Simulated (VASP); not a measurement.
CuCl2: single point with r2SCAN

Crystal: CuCl2.

```
Cu Cl
1.0
     4.49031    0.00000    0.00000
     0.00000    4.49031    0.00000
     0.00000    0.00000    4.28873
Cu Cl
1 2
Direct
  0.00000 0.00000 0.00000
  0.50000 0.00000 0.00000
  0.00000 0.50000 0.00000
```

```yaml
Program: VASP 6.6.1
Task: single point
Functional: r2SCAN
Potentials_or_basis: VASP PAW PBE potentials, release 64 (Cu, Cl)
Cutoff: 520 eV
k_mesh: 7 × 7 × 7
Occupations: methfessel-paxton, width 0.15 eV
Spin: no spin polarisation
```

* Pressure: -0.1 GPa
* Band gap on the k mesh: zero (an odd number of electrons rules out a gap without spin polarisation)

Stress tensor (GPa, compression positive):
```
 0.05  0.00  0.00
 0.00  0.05  0.00
 0.00  0.00 -0.27
```

Levels at points of the mesh, in eV from the Fermi level:
```tsv
k point	band 10	band 11	band 12	band 13	band 14	band 15	band 16	band 17
(0.00, 0.00, 0.00)	-1.63	-0.98	-0.80	-0.80	3.28	6.69	10.09	11.04
```

Wall time 110 s on 1 thread of Intel(R) Xeon(R) 6975P-C (Granite Rapids) (shared host), peak memory 0.23 GiB.

Caveat: the PAW data sets were made with another functional, which shifts forces and pressure a little; an odd number of electrons without spin polarisation forces a metal; a magnetic or distorted state may lie lower. With open d or f shells a metallic result of r2SCAN can be an artefact of self-interaction; +U or a hybrid may open a gap.
